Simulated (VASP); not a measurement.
Write the native input for VASP 6.6.1 that does the following.

| Quantity | Value |
| --- | --- |
| Task | electric field gradients |
| Functional | LDA |
| Potentials or basis | VASP PAW LDA potentials, release 64 (Si) |
| Cutoff | 520 eV |
| k mesh | 16 × 16 × 16 |
| Occupations | fermi-dirac, width 0.05 eV |
| Spin | no spin polarisation |
| Dipole correction | no |
| Further INCAR settings | ALGO = Normal; EDIFF = 1e-08; NBANDS = 11 |

The structure of Si lies in POSCAR:

```
Si
1.0
   -2.2951484633      2.4149529699      1.3000063486
    2.2951484633     -2.4149529699      1.3000063486
    2.2951484633      2.4149529699     -1.3000063486
Si
2
Direct
    0.8070000000      0.5570000000      0.2500000000
    0.1930000000      0.4430000000      0.7500000000
```

This cell differs from its parent crystal: volume scaled by 1.06.

The input as run:

INCAR

```
PREC = Accurate ; ENCUT = 520
EDIFF = 1E-8 ; ISMEAR = -1
SIGMA = 0.05 ; LREAL = F
LASPH = T ; NELM = 80
ALGO = Normal ; ISIF = 2
LWAVE = F ; LCHARG = F
LEFG = T ; NBANDS = 11
```

KPOINTS

```
Automatic mesh
0
Gamma
  16 16 16
```

Potentials or basis: VASP PAW LDA potentials, release 64 (Si).

Run with:

```console
$ cat potpaw_LDA.64/Si/POTCAR > POTCAR
$ mpirun -np 1 vasp_std > vasp.out
```

Results of the run:

| Quantity | Value |
| --- | --- |
| Pressure | 2.5 GPa |
| Largest force | 0.061 eV/Å |
| Band gap on the k mesh | zero (band 4 reaches 12.72 eV, above the bottom of band 5 at 5.71 eV) |

Caveat: without QUAD_EFG the Cq values of the log hold for a quadrupole moment of 1 mb, not for the nuclei.

Wall time 4.9 min on 1 thread of Intel Xeon 6975P-C, with other jobs on the host, peak memory 0.26 GiB.
